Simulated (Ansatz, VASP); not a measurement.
## WS2 in VASP and in Ansatz

```xyz
12
Lattice="3.1831 0.0000 0.0000 -1.5916 2.7567 0.0000 0.0000 0.0000 35.1806" Properties=species:S:1:pos:R:3 pbc="T T T"
W     0.0000    1.8378   20.8380
W     0.0000    1.8378    7.8593
W     1.5916    0.9189   27.3212
W     1.5916    0.9189   14.3425
S     0.0000    1.8378   28.8885
S     0.0000    1.8378   15.9024
S     1.5916    0.9189   22.3967
S     1.5916    0.9189    9.4193
S     0.0000    1.8378   25.7613
S     0.0000    1.8378   12.7839
S     1.5916    0.9189   19.2781
S     1.5916    0.9189    6.2921
```

Alike in both runs: functional revPBE; k mesh 7 × 7 × 1; occupations fermi-dirac, width 0.05 eV; no spin polarisation.

|  | VASP | Ansatz |
| --- | --- | --- |
| version | VASP 6.6.1 | Ansatz 0.2.0 |
| potentials or method | VASP PAW PBE potentials, release 64 (W_sv, S) | Ansatz PAW |
| plane-wave cutoff (eV) | 520 | 420 |
| valence electrons in the cell | 104 | 104 |
| task | single point | band structure |

VASP gave:

| Quantity | Value |
| --- | --- |
| gap on the k mesh at the Fermi level (eV) | 1.46 |
| least direct gap on the mesh (eV) | 2.38 |
| rms of the force components (eV/Å) | 0.130 |

Q: Which values does Ansatz return?

A: gap on the k mesh at the Fermi level (eV): 1.45; least direct gap on the mesh (eV): 2.38; rms of the force components (eV/Å): 0.133.

VASP's potentials were made for PBE, not for revPBE. Atom by atom the forces differ by 0.003 eV/Å (rms over components). The functional is the same, so the differences come from potentials, cutoffs and numerics.

Neither program's run includes spin-orbit coupling. Noted on Ansatz's run: the k mesh misses the band edges, so the gap on the mesh is wider than the one along the path.
